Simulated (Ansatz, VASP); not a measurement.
**Two plane-wave programs on AlN**

The input INCAR:

```
  PREC = Accurate
  ENCUT = 520
  EDIFF = 1E-6
  ISMEAR = 0
  SIGMA = 0.05
  LREAL = F
  LASPH = T
  NELM = 80
  ALGO = Normal
  ISIF = 2
  LWAVE = F
  LCHARG = F
  NBANDS = 16
```

File KPOINTS:

```
Automatic mesh
0
Gamma
  9 9 6
```

Contents of POSCAR:

```
AlN
1.0
    3.1576671839      0.0000000000      0.0000000000
   -1.5788335919      2.7346199979      0.0000000000
    0.0000000000      0.0000000000      5.1273400000
Al N
2 2
Direct
    0.3333333333      0.6666666667      0.0000000000
    0.6666666667      0.3333333333      0.5000000000
    0.3333333333      0.6666666667      0.3850000000
    0.6666666667      0.3333333333      0.8850000000
```

Input for Ansatz:

```yaml
crystal:
  lattice:
    - [3.1576671839, 0.0, 0.0]
    - [-1.5788335919, 2.7346199979, 0.0]
    - [0.0, 0.0, 5.12734]
  atoms:
    - { symbol: Al, position: [0.3333333333, 0.6666666667, 0.0] }
    - { symbol: Al, position: [0.6666666667, 0.3333333333, 0.5] }
    - { symbol: "N", position: [0.3333333333, 0.6666666667, 0.385] }
    - { symbol: "N", position: [0.6666666667, 0.3333333333, 0.885] }
basis:
  ecutwfc: 420
kpoints:
  mp_grid: { grid: [9, 9, 6] }
hamiltonian:
  xc: lda
scf:
  occupations: { method: gaussian, width: 0.05 }
output:
  forces: true
  stress: true
  eigenvalues: true
```

Change from the starting cell: strain +0.015 along x and y, +0.030 along z, atoms carried along.

Alike in both runs: task single point; functional LDA; k mesh 9 × 9 × 6; occupations gaussian, width 0.05 eV; no spin polarisation.

|  | VASP | Ansatz |
| --- | --- | --- |
| version | VASP 6.6.1 | Ansatz 0.2.0 |
| potentials or method | VASP PAW LDA potentials, release 64 (Al, N), cutoff 520 eV | scalar-relativistic, plane waves, PAW |
| valence electrons in the cell | 16 | 16 |

Ansatz gave:

* gap on the k mesh at the Fermi level (eV): 3.69
* least direct gap on the mesh (eV): 3.69
* pressure (GPa): -14.3
* traceless stress, the component that is largest in VASP (GPa): -3.15
* rms of the force components (eV/Å): 0.157

Task: Estimate VASP's values.

Result: gap on the k mesh at the Fermi level (eV): 3.70; least direct gap on the mesh (eV): 3.70; pressure (GPa): -14.0; traceless stress, the component that is largest in VASP (GPa): -3.26; rms of the force components (eV/Å): 0.161.

LDA's correlation is that of Perdew and Zunger in VASP and of Perdew and Wang (1992) in Ansatz. Atom by atom the forces differ by 0.004 eV/Å (rms over components).
